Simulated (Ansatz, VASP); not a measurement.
In3Se in VASP and in Ansatz

```
In Se
1.0
     4.01593    0.00000    0.00000
    -2.00797    3.47790    0.00000
     0.00000    0.00000    8.22664
In Se
3 1
Direct
  0.00000 0.00000 0.50000
  0.33333 0.66667 0.22231
  0.66667 0.33333 0.77769
  0.00000 0.00000 0.00000
```

Alike in both runs: functional PBE; k mesh 12 × 12 × 6; occupations gaussian, width 0.1 eV; no spin polarisation.

Ansatz relaxed the structure, and its values are those at the end. VASP's run is a single point on that final structure, the one shown.

```csv
,VASP,Ansatz
version,VASP 6.6.1,Ansatz 0.2.0
potentials or method,"VASP PAW PBE potentials, release 64 (In_d, Se), cutoff 520 eV","scalar-relativistic, plane waves, PAW"
valence electrons in the cell,45,55
```

|  | VASP | Ansatz | Ansatz less VASP |
| --- | --- | --- | --- |
| gap on the k mesh at the Fermi level (eV) | none | none | - |
| pressure (GPa) | 0.0 | 0.0 | +0.01 |

A gap of «none» marks a metal or a gap that the smearing closes. The functional is the same, so the differences come from potentials, cutoffs and numerics. VASP's potentials hold 45 valence electrons a cell and Ansatz's 55, so a difference there can come from the potentials and not from the codes.
